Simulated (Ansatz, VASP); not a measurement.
## Zr in VASP and in Ansatz

POSCAR

```
Zr
1.0
    0.0000000000      2.2550000000      2.2550000000
    2.2550000000      0.0000000000      2.2550000000
    2.2550000000      2.2550000000      0.0000000000
Zr
1
Direct
    0.0000000000      0.0000000000      0.0000000000
```

File INCAR.step1:

```
SYSTEM = Zr
PREC = Accurate ; ENCUT = 550
ISMEAR = -1 ; SIGMA = 0.15
LREAL = .False. ; LASPH = .True.
NELM = 200 ; LMAXMIX = 4
LDAU = .True. ; LDAUTYPE = 2
LDAUL = 2 ; LDAUU = 3.5
LDAUJ = 0 ; NBANDS = 12
GGA = PE ; ALGO = Normal
EDIFF = 1E-5 ; LWAVE = .True.
LCHARG = .False. ; GGA_COMPAT = .False.
```

The input INCAR.step2:

```
SYSTEM = Zr
PREC = Accurate ; ENCUT = 550
EDIFF = 1E-6 ; ISMEAR = -1
SIGMA = 0.15 ; LREAL = .False.
LASPH = .True. ; NELM = 200
ALGO = Normal ; ISIF = 2
LWAVE = .False. ; LCHARG = .False.
LMAXMIX = 4 ; LDAU = .True.
LDAUTYPE = 2 ; LDAUL = 2
LDAUU = 3.5 ; LDAUJ = 0
LDAUPRINT = 1 ; METAGGA = R2SCAN
LMIXTAU = .True. ; IVDW = 13
VDW_S6 = 1.0 ; VDW_S8 = 0.6018749
VDW_A1 = 0.51559235 ; VDW_A2 = 5.77342911
NBANDS = 12 ; ISTART = 1
GGA_COMPAT = .False.
```

KPOINTS

```
Automatic mesh
0
Gamma
  10 10 10
  0 0 0
```

The input input.yaml:

```yaml
crystal:
  lattice: { a: 4.51, b: 4.51, c: 4.51, alpha: 90.0, beta: 90.0, gamma: 90.0 }
  space_group: 225
  reduce_to_primitive: true
  atoms:
    - { symbol: Zr, wyckoff: "4a", position: [0.0, 0.0, 0.0] }
hamiltonian:
  xc: r2scan
  pseudopotentials: { kind: nc, accuracy: standard }
  dispersion: d4
  hubbard:
    sites: [{ species: Zr, l: d, u_eff: 3.5 }]
    projectors: all-electron-ortho-atomic
kpoints:
  mp_grid: { grid: [10, 10, 10] }
scf:
  occupations: { method: fermi_dirac, width: 0.15 }
  n_extra_bands: 6
output:
  forces: true
  stress: true
  eigenvalues: true
  dos: { projected: false, de: 0.05, nscf_kmesh: { grid: [15, 15, 15] } }
```

Alike in both runs: functional r2SCAN; dispersion D4; k mesh 10 × 10 × 10; occupations fermi-dirac, width 0.15 eV; no spin polarisation; Hubbard terms Zr d U = 3.5 eV.

```csv
,VASP,Ansatz
version,VASP 6.6.1,Ansatz 0.2.0
potentials or method,"VASP PAW PBE potentials, release 64 (Zr_sv)",PseudoDojo standard (PBE files)
plane-wave cutoff (eV),550,898
valence electrons in the cell,12,12
task,single point,density of states
```

VASP gave:

* gap on the k mesh at the Fermi level (eV): none
* pressure (GPa): 12.3

Q: What did Ansatz give for the same quantities?

A: gap on the k mesh at the Fermi level (eV): none; pressure (GPa): 6.4.

VASP's potentials were made for PBE, not for r2SCAN. The programs project onto different local orbitals, so the same U acts differently, and such runs can settle in different states. A gap of «none» marks a metal or a gap that the smearing closes.

Noted on Ansatz's run: the meta-GGA runs on potentials made for a GGA.
